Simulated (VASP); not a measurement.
# SrTiO3 (Pm-3m) in VASP: a series of runs

SrTiO3 is run at these levels: PBE; tasks: electric field gradients.

Program: VASP 6.6.1. These are calculated values, not measurements. Logs are shortened: lines on timing, memory, paths and dates and some standing lists are left out, and cuts for length are marked.

## Step 1: The cell of the first run

Symmetry: Pm-3m, No. 221, cubic system. The conventional cell has a = 3.825 Å, b = 3.825 Å, c = 3.825 Å, α = 90.00°, β = 90.00°, γ = 90.00°. Sr (site symmetry m-3m) has 12 O at 2.70 Å and 8 Ti at 3.31 Å within 3.6 Å. Within 2.5 Å of Ti (site symmetry m-3m) lie 6 O at 1.91 Å. Within 2.5 Å of O (site symmetry 4/mmm) lie 2 Ti at 1.91 Å.

## Step 2: Electric field gradients, PBE (11.19 Å³/atom)

File INCAR:

```
PREC     = Accurate       # precision mode
ENCUT    = 520            # plane-wave cutoff, eV
EDIFF    = 1E-8           # SCF threshold, eV
ISMEAR   = -1             # smearing method
SIGMA    = 0.05           # smearing width, eV
LREAL    = F              # projectors in reciprocal space
LASPH    = T              # aspherical terms in the spheres
NELM     = 80             # most SCF steps
ALGO     = Normal         # electronic algorithm
ISIF     = 2              # what is computed and relaxed
LWAVE    = F              # write WAVECAR
LCHARG   = F              # write CHGCAR
GGA      = PE             # functional
LEFG     = T            
NBANDS   = 28             # bands
```

File KPOINTS:

```
Automatic mesh
0
Gamma
  7 7 7
```

File POSCAR:

```
SrTiO3
1.0
    3.8252837545      0.0000000000      0.0000000000
    0.0000000000      3.8252837545      0.0000000000
    0.0000000000      0.0000000000      3.8252837545
Sr Ti O
1 1 3
Direct
    0.0000000000      0.0000000000      0.0000000000
    0.5000000000      0.5000000000      0.5000000000
    0.0000000000      0.5000000000      0.5000000000
    0.5000000000      0.0000000000      0.5000000000
    0.5000000000      0.5000000000      0.0000000000
```

Potentials or basis: VASP PAW PBE potentials, release 64 (Sr_sv, Ti_sv, O).

Launch:

```console
$ cat potpaw_PBE.64/Sr_sv/POTCAR potpaw_PBE.64/Ti_sv/POTCAR potpaw_PBE.64/O/POTCAR > POTCAR
$ mpirun -np 1 vasp_std > vasp.out
```

OUTCAR:

```text
PREC = Accurate
   ENCUT = 520
   EDIFF = 1E-8
   ISMEAR = -1
   LREAL = F
   LASPH = T
   NELM = 80
   ISIF = 2
   GGA = PE

 ion  position               nearest neighbor table
   1  0.000  0.000  0.000-   3 2.70   4 2.70   5 2.70   3 2.70   4 2.70   3 2.70   5 2.70   3 2.70
                             4 2.70   5 2.70   4 2.70   5 2.70   2 3.31   2 3.31   2 3.31   2 3.31
   2  0.500  0.500  0.500-   3 1.91   4 1.91   5 1.91   5 1.91   4 1.91   3 1.91   1 3.31   1 3.31
                             1 3.31   1 3.31   1 3.31   1 3.31   1 3.31   1 3.31
   3  0.000  0.500  0.500-   2 1.91   2 1.91   1 2.70   1 2.70   1 2.70   1 2.70
   4  0.500  0.000  0.500-   2 1.91   2 1.91   1 2.70   1 2.70   1 2.70   1 2.70
   5  0.500  0.500  0.000-   2 1.91   2 1.91   1 2.70   1 2.70   1 2.70   1 2.70

  LATTYP: Found a simple cubic cell.
 ALAT       =     3.8252837545

  Lattice vectors:

 A1 = (   3.8252837545,   0.0000000000,   0.0000000000)
 A2 = (   0.0000000000,   3.8252837545,   0.0000000000)
 A3 = (   0.0000000000,   0.0000000000,   3.8252837545)

Analysis of symmetry for initial positions (statically):
=====================================================================
 Subroutine PRICEL returns:
 Original cell was already a primitive cell.

 Routine SETGRP: Setting up the symmetry group for a
 simple cubic supercell.

 Subroutine GETGRP returns: Found 48 space group operations
 (whereof 48 operations were pure point group operations)
 out of a pool of 48 trial point group operations.

The static configuration has the point symmetry O_h .

Analysis of symmetry for dynamics (positions and initial velocities):
=====================================================================
 Subroutine PRICEL returns:
 Original cell was already a primitive cell.

 Routine SETGRP: Setting up the symmetry group for a
 simple cubic supercell.

 Subroutine GETGRP returns: Found 48 space group operations
 (whereof 48 operations were pure point group operations)
 out of a pool of 48 trial point group operations.

The dynamic configuration has the point symmetry O_h .

 Subroutine INISYM returns: Found 48 space group operations
 (whereof 48 operations are pure point group operations),
 and found     1 'primitive' translations

----------------------------------------------------------------------------------------

                                     Primitive cell

  volume of cell :      55.9746

  direct lattice vectors                    reciprocal lattice vectors
     3.825283755  0.000000000  0.000000000     0.261418515  0.000000000  0.000000000
     0.000000000  3.825283755  0.000000000     0.000000000  0.261418515  0.000000000
     0.000000000  0.000000000  3.825283755     0.000000000  0.000000000  0.261418515

  length of vectors
     3.825283755  3.825283755  3.825283755     0.261418515  0.261418515  0.261418515

  position of ions in fractional coordinates (direct lattice)
     0.000000000  0.000000000  0.000000000
     0.500000000  0.500000000  0.500000000
     0.000000000  0.500000000  0.500000000
     0.500000000  0.000000000  0.500000000
     0.500000000  0.500000000  0.000000000

  ion indices of the primitive-cell ions
   primitive index   ion index
                 1           1
                 2           2
                 3           3
                 4           4
                 5           5

----------------------------------------------------------------------------------------

 KPOINTS: Automatic mesh

Automatic generation of k-mesh.
 Grid dimensions read from file:
 generate k-points for:    7    7    7

 Generating k-lattice:

  Cartesian coordinates                     Fractional coordinates (reciprocal lattice)
     0.037345502  0.000000000  0.000000000     0.142857143  0.000000000  0.000000000
     0.000000000  0.037345502  0.000000000     0.000000000  0.142857143  0.000000000
     0.000000000  0.000000000  0.037345502     0.000000000  0.000000000  0.142857143

  Length of vectors
     0.037345502  0.037345502  0.037345502

  Shift w.r.t. Gamma in fractional coordinates (k-lattice)
     0.000000000  0.000000000  0.000000000

 Subroutine IBZKPT returns following result:
 ===========================================

 Found     20 irreducible k-points:

 Following reciprocal coordinates:
            Coordinates               Weight
  0.000000  0.000000  0.000000      1.000000
  0.142857  0.000000  0.000000      6.000000
  0.285714  0.000000  0.000000      6.000000
  0.428571  0.000000  0.000000      6.000000
  0.142857  0.142857  0.000000     12.000000
  0.285714  0.142857  0.000000     24.000000
[... 12 lines left out ...]
  0.428571  0.428571  0.285714     24.000000
  0.428571  0.428571  0.428571      8.000000
   k-points           NKPTS =     20   k-points in BZ     NKDIM =     20   number of bands    NBANDS=     28
   number of dos      NEDOS =    301   number of ions     NIONS =      5
   total plane-waves  NPLWV =  21952
   dimension x,y,z NGX =    28 NGY =   28 NGZ =   28
   dimension x,y,z NGXF=    56 NGYF=   56 NGZF=   56
   ions per type =               1   1   3
   NGX,Y,Z   is equivalent  to a cutoff of  12.17, 12.17, 12.17 a.u.
   NGXF,Y,Z  is equivalent  to a cutoff of  24.34, 24.34, 24.34 a.u.
 SYSTEM =  unknown system
   PREC   = accura    normal or accurate (medium, high low for compatibility)
   ISTART =      0    job   : 0-new  1-cont  2-samecut
   ICHARG =      2    charge: 1-file 2-atom 10-const
   ISPIN  =      1    spin polarized calculation?
   LNONCOLLINEAR =      F non collinear calculations
   LSORBIT =      F    spin-orbit coupling
   LASPH  =      T    aspherical Exc in radial PAW
   ENCUT  =  520.0 eV  38.22 Ry    6.18 a.u.   7.11  7.11  7.11*2*pi/ulx,y,z
   NELM   =     80;   NELMIN=  2; NELMDL= -5     # of ELM steps
   EDIFF  = 0.1E-07   stopping-criterion for ELM
   LREAL  =      F    real-space projection
   EDIFFG = 0.1E-06   stopping-criterion for IOM
   NSW    =      0    number of steps for IOM
   IBRION =     -1    ionic relax: 0-MD 1-quasi-New 2-CG
   NFREE  =      0    steps in history (QN), initial steepest desc. (CG)
   ISIF   =      2    stress and relaxation
   ISYM   =      2    0-nonsym 1-usesym 2-fastsym
   POTIM  = 0.5000    time-step for ionic-motion
   TEBEG  =    0.0;   TEEND  =   0.0 temperature during run
   PSTRESS=    0.0 pullay stress
   NELECT =      40.0000    total number of electrons
   NUPDOWN=      -1.0000    fix difference up-down
   EMIN   =  10.00;   EMAX   =-10.00  energy-range for DOS
   EFERMI =   0.00;   METHOD = LEGACY
   ISMEAR =    -1;   SIGMA  =   0.05  broadening in eV -4-tet -1-fermi 0-gaus
   EFERMI_NEDOS =   21; number of points for ismear=-14 and -15
   IALGO  =     38    algorithm
   IMIX   =      4    mixing-type and parameters
     AMIX     =   0.40;   BMIX     =  1.00
     AMIX_MAG =   1.60;   BMIX_MAG =  1.00
  volume/ion in A,a.u.               =      11.19        75.55
  Fermi-wavevector in a.u.,A,eV,Ry     =   1.463630  2.765859 29.146557  2.142211
  Thomas-Fermi vector in A             =   2.579702
   LORBIT       =      0    0 simple, 1 ext, 2 COOP (PROOUT), +10 PAW based schemes
   GGA     = PE    functional components
   LHFCALC =     F    Hartree Fock is set to
   AEXX    =    0.0000 exact exchange contribution
   IVDW    =     0    specifies the selected vdW correction
   LEPSILON=     F    determine dielectric tensor
   LRPA    =     F    only Hartree local field effects (RPA)
 non-spin polarized calculation
  energy-cutoff  :      520.00
  volume of cell :       55.97
 maximum number of plane-waves:      1516
   NGX = 15   NGY = 15   NGZ = 15

 number of electron      39.9999994 magnetization

 Free energy of the ion-electron system (eV)
  ---------------------------------------------------
  ext. energy  EPLUGINS =         0.00000000
  ---------------------------------------------------
  free energy    TOTEN  =       -39.81847695 eV

  energy without entropy =      -39.81847695  energy(sigma->0) =      -39.81847695

 E-fermi :   5.6529     XC(G=0): -11.6015

 val. band max:        4.6158981121   @ k =   0.4286   0.4286   0.4286
 cond. band min:       6.6539436629   @ k =   0.0000   0.0000   0.0000
 fundamental gap:      2.0380455509
 Fermi energy:         5.6529307489

 k-point     1 :       0.0000    0.0000    0.0000
  band No.  band energies     occupation
      1     -51.5187      2.00000
      2     -27.9200      2.00000
      3     -27.8095      2.00000
      4     -27.8095      2.00000
      5     -27.8095      2.00000
      6     -12.9678      2.00000
[... 20 lines left out ...]
     27      10.1674      0.00000
     28      11.4729      0.00000

 k-point     2 :       0.1429    0.0000    0.0000
  band No.  band energies     occupation
      1     -51.5183      2.00000
      2     -27.9484      2.00000
      3     -27.8087      2.00000
      4     -27.8087      2.00000
      5     -27.7930      2.00000
      6     -12.9832      2.00000
[... 20 lines left out ...]
     27      10.5439      0.00000
     28      11.9670      0.00000

 k-point     3 :       0.2857    0.0000    0.0000
  band No.  band energies     occupation
      1     -51.5174      2.00000
      2     -28.0011      2.00000
      3     -27.8070      2.00000
      4     -27.8070      2.00000
      5     -27.7668      2.00000
      6     -13.0985      2.00000
[... 492 lines left out ...]
      3     -27.8950      2.00000
      4     -27.8618      2.00000
      5     -27.8345      2.00000
      6     -12.0079      2.00000
[... 20 lines left out ...]
     27      12.8730      0.00000
     28      13.6188      0.00000

 k-point    20 :       0.4286    0.4286    0.4286
  band No.  band energies     occupation
      1     -51.5125      2.00000
      2     -27.8963      2.00000
      3     -27.8932      2.00000
      4     -27.8932      2.00000
      5     -27.8379      2.00000
      6     -11.6853      2.00000
[... 20 lines left out ...]
     27      13.6158      0.00000
     28      13.6158      0.00000

------------------------ aborting loop because EDIFF is reached ----------------------------------------

  FORCE on cell =-STRESS in cart. coord.  units (eV):
  Direction    XX          YY          ZZ          XY          YZ          ZX
  --------------------------------------------------------------------------------------
  -------------------------------------------------------------------------------------
  Total        6.4499493      6.4499493      6.4499493     -0.0000000      0.0000000     -0.0000000
  in kB      184.6187953    184.6187953    184.6187953     -0.0000000      0.0000000     -0.0000000
  external PRESSURE =     184.6187953 kB  Pullay stress =       0.0000000 kB

 VOLUME and BASIS-vectors are now :
 -----------------------------------------------------------------------------
  energy-cutoff  :      520.00
  volume of cell :       55.97
      direct lattice vectors                 reciprocal lattice vectors
     3.825283755  0.000000000  0.000000000     0.261418515  0.000000000  0.000000000
     0.000000000  3.825283755  0.000000000     0.000000000  0.261418515  0.000000000
     0.000000000  0.000000000  3.825283755     0.000000000  0.000000000  0.261418515

 POSITION                                       TOTAL-FORCE (eV/Angst)
 -----------------------------------------------------------------------------------
      0.00000      0.00000      0.00000         0.000000      0.000000      0.000000
      1.91264      1.91264      1.91264         0.000000      0.000000      0.000000
      0.00000      1.91264      1.91264         0.000000      0.000000      0.000000
      1.91264      0.00000      1.91264         0.000000      0.000000      0.000000
      1.91264      1.91264      0.00000         0.000000      0.000000      0.000000
 -----------------------------------------------------------------------------------
    total drift:                                0.000000      0.000000      0.000000

  FREE ENERGIE OF THE ION-ELECTRON SYSTEM (eV)
  ---------------------------------------------------
  free  energy   TOTEN  =       -39.8184769459 eV

  energy  without entropy=      -39.8184769457  energy(sigma->0) =      -39.81847695

 Electric field gradients (V/A^2)
---------------------------------------------------------------------
 ion       V_xx      V_yy      V_zz      V_xy      V_xz      V_yz
---------------------------------------------------------------------
   1       0.000     0.000     0.000    -0.000    -0.000     0.000
   2       0.000     0.000     0.000    -0.000    -0.000     0.000
   3       5.050    -2.525    -2.525     0.000    -0.000     0.000
   4      -2.525     5.050    -2.525    -0.000     0.000    -0.000
   5      -2.525    -2.525     5.050    -0.000    -0.000    -0.000
---------------------------------------------------------------------

 Electric field gradients after diagonalization (V/A^2)
 (convention: |V_zz| > |V_xx| > |V_yy|)
----------------------------------------------------------------------
 ion       V_xx      V_yy      V_zz     asymmetry (V_yy - V_xx)/ V_zz
----------------------------------------------------------------------
   1       0.000     0.000     0.000      -0.115
   2       0.000     0.000     0.000      -0.293
   3      -2.525    -2.525     5.050       0.000
   4      -2.525    -2.525     5.050       0.000
   5      -2.525    -2.525     5.050       0.000
----------------------------------------------------------------------

           NMR quadrupolar parameters

 Cq : quadrupolar parameter    Cq=e*Q*V_zz/h
 eta: asymmetry parameters     (V_yy - V_xx)/ V_zz
 Q  : nuclear electric quadrupole moment in mb (millibarn)
----------------------------------------------------------------------
 ion       Cq(MHz)       eta       Q (mb)
----------------------------------------------------------------------
   1       0.000      -0.115       1.000
   2       0.000      -0.293       1.000
   3       0.012       0.000       1.000
   4       0.012       0.000       1.000
   5       0.012       0.000       1.000
----------------------------------------------------------------------
```

Run time: 47 s. Hardware: 1 thread of Intel Xeon Platinum 8175M at 2.50GHz (Skylake/Cascade Lake), shared host; peak memory 0.17 GiB.

What came out:

```
Free energy                             : -39.8185 eV
Pressure                                : 18.5 GPa
Band gap on the k mesh                  : 2.04 eV (least direct gap 2.28 eV)
Largest electric field gradient by atom : Sr +0.0; Ti +0.0; O +5.0 V/Å²
```

Electric field gradients, principal values (V/Å²):
```
atom   least  middle  greatest (by size)
1 Sr   0.000   0.000               0.000
2 Ti   0.000   0.000               0.000
 3 O  -2.525  -2.525               5.050
 4 O  -2.525  -2.525               5.050
 5 O  -2.525  -2.525               5.050
```

Caveat: the cell stands under pressure; without QUAD_EFG the Cq values of the log hold for a quadrupole moment of 1 mb, not for the nuclei; an odd mesh through Γ misses points on the zone boundary, where band edges can lie.

(Part 1 of 2 ends here.)
